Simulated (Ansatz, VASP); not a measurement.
N in VASP and in Ansatz

```
CELL_PARAMETERS angstrom
8.86210 0.00000 0.00000
0.00000 8.86210 0.00000
0.00000 0.00000 8.86210
ATOMIC_POSITIONS crystal
N 0.79747 0.59152 0.39893
N 0.87406 0.62584 0.30707
N 0.65832 0.88549 0.63759
N 0.71921 0.83523 0.73364
N 0.29166 0.25264 0.84449
N 0.29931 0.23536 0.72146
N 0.58880 0.20850 0.07398
N 0.70963 0.23724 0.08336
N 0.00445 0.06294 0.54585
N 0.98178 0.15943 0.47076
N 0.23608 0.63282 0.75946
N 0.34477 0.66150 0.70612
N 0.23422 0.43807 0.23432
N 0.19862 0.32094 0.21236
N 0.21383 0.80452 0.37107
N 0.24384 0.87894 0.27599
N 0.58748 0.81166 0.10841
N 0.52221 0.71833 0.05851
N 0.54516 0.26861 0.44197
N 0.63060 0.25329 0.53111
N 0.92664 0.40704 0.76697
N 0.82720 0.46652 0.81204
N 0.09150 0.93661 0.93402
N 0.98708 0.00337 0.94419
```

Alike in both runs: functional PBE; dispersion D3(BJ); k mesh 1 × 1 × 1; occupations fermi-dirac, width 0.05 eV; no spin polarisation.

Ansatz relaxed the structure, and its values are those at the end. VASP's run is a single point on that final structure, the one shown.

|  | VASP | Ansatz |
| --- | --- | --- |
| version | VASP 6.6.1 | Ansatz 0.2.0 |
| potentials or method | VASP PAW PBE potentials, release 64 (N_h), cutoff 910 eV | scalar-relativistic, plane waves, PAW |
| valence electrons in the cell | 120 | 120 |

```tsv
	VASP	Ansatz	Ansatz less VASP
rms of the force components (eV/Å)	0.047	0.060	+0.0130
```

Noted on VASP's run: the cutoff is short for stress, so the pressure is rough.
